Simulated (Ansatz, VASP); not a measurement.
Rh: VASP beside Ansatz

File INCAR:

```
SYSTEM = Rh
PREC = Accurate
ENCUT = 520
EDIFF = 1E-6
ISMEAR = 0
SIGMA = 0.15
LREAL = .False.
LASPH = .True.
NELM = 80
ALGO = Fast
ISIF = 2
LWAVE = .False.
LCHARG = .False.
NBANDS = 38
```

The input KPOINTS:

```
Automatic mesh
0
Gamma
  18 18 6
  0 0 0
```

File POSCAR:

```
Rh
1.0
    2.6084971536      0.0000000000      0.0000000000
   -1.3042485768      2.4279367554      0.0000000000
    0.0000000000      0.0000000000      8.3488068906
Rh
4
Direct
    0.0000000000      0.0000000000      0.0000000000
    0.3333333333      0.6666666667      0.2500000000
    0.0000000000      0.0000000000      0.5000000000
    0.6666666667      0.3333333333      0.7500000000
```

Input for Ansatz:

```yaml
crystal:
  lattice:
    - [2.6084971536, 0.0, 0.0]
    - [-1.3042485768, 2.4279367554, 0.0]
    - [0.0, 0.0, 8.3488068906]
  atoms:
    - { symbol: Rh, position: [0.0, 0.0, 0.0] }
    - { symbol: Rh, position: [0.3333333333, 0.6666666667, 0.25] }
    - { symbol: Rh, position: [0.0, 0.0, 0.5] }
    - { symbol: Rh, position: [0.6666666667, 0.3333333333, 0.75] }
basis:
  ecutwfc: 420
kpoints:
  mp_grid: { grid: [18, 18, 6] }
hamiltonian:
  xc: lda
  pseudopotentials: { kind: paw, azcp: { folder: soft_1 } }
scf:
  occupations: { method: gaussian, width: 0.15 }
output:
  forces: true
  stress: true
  eigenvalues: true
```

Change from the starting cell: strain +e along x and -e along y -0.0367, strain +e along z and -e/2 along x and y -0.0367.

Alike in both runs: task single point; functional LDA; k mesh 18 × 18 × 6; occupations gaussian, width 0.15 eV; no spin polarisation.

|  | VASP | Ansatz |
| --- | --- | --- |
| version | VASP 6.6.1 | Ansatz 0.2.0 |
| potentials or method | VASP PAW LDA potentials, release 64 (Rh_pv), cutoff 520 eV | scalar-relativistic, plane waves, PAW |
| valence electrons in the cell | 60 | 68 |

VASP gave:

```
gap on the k mesh at the Fermi level (eV)                     : none
pressure (GPa)                                                : 4.0
traceless stress, the component that is largest in VASP (GPa) : -17.87
rms of the force components (eV/Å)                            : 0.089
```

Question: What did Ansatz give for the same quantities?

Answer: gap on the k mesh at the Fermi level (eV): none; pressure (GPa): 3.3; traceless stress, the component that is largest in VASP (GPa): -17.79; rms of the force components (eV/Å): 0.087.

Ansatz warns that its potentials were made for another functional, while VASP's fit it. LDA's correlation is that of Perdew and Zunger in VASP and of Perdew and Wang (1992) in Ansatz. Atom by atom the forces differ by 0.002 eV/Å (rms over components). A gap of «none» marks a metal or a gap that the smearing closes. VASP's potentials hold 60 valence electrons a cell and Ansatz's 68, so a difference there can come from the potentials and not from the codes.
